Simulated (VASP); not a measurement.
Here is a VASP 6.6.1 calculation.

Contents of INCAR:

```
  PREC = Accurate
  ENCUT = 520
  EDIFF = 1E-7
  ISMEAR = 1
  SIGMA = 0.15
  LREAL = F
  LASPH = T
  NELM = 80
  ALGO = Normal
  ISIF = 2
  LWAVE = F
  LCHARG = F
  GGA = CA
  NBANDS = 21
```

File KPOINTS:

```
regular mesh
0
Gamma
  12 12 12
```

Contents of POSCAR:

```
Ge
1.0
    3.8998411304     -0.0000000501     -0.0000001397
   -2.8983836088      2.6092399849     -0.0000001397
   -0.5007286304     -1.3046196276      3.6408789198
Ge
2
Direct
    0.2500000000      0.7500000000      0.5000000000
    0.5000000000      0.5000000000      0.0000000000
```

Potentials or basis: VASP PAW LDA potentials, release 64 (Ge_d).

Command:

```bash
$ cat potpaw_LDA.64/Ge_d/POTCAR > POTCAR
$ mpirun -np 1 vasp_std > vasp.out
```

(1) What does it give for the pressure?

(2) Predict the band gap on the k mesh.

## Answers

(1) -2.7 GPa.

(2) zero (band 14 reaches 8.09 eV, above the bottom of band 15 at 3.04 eV).
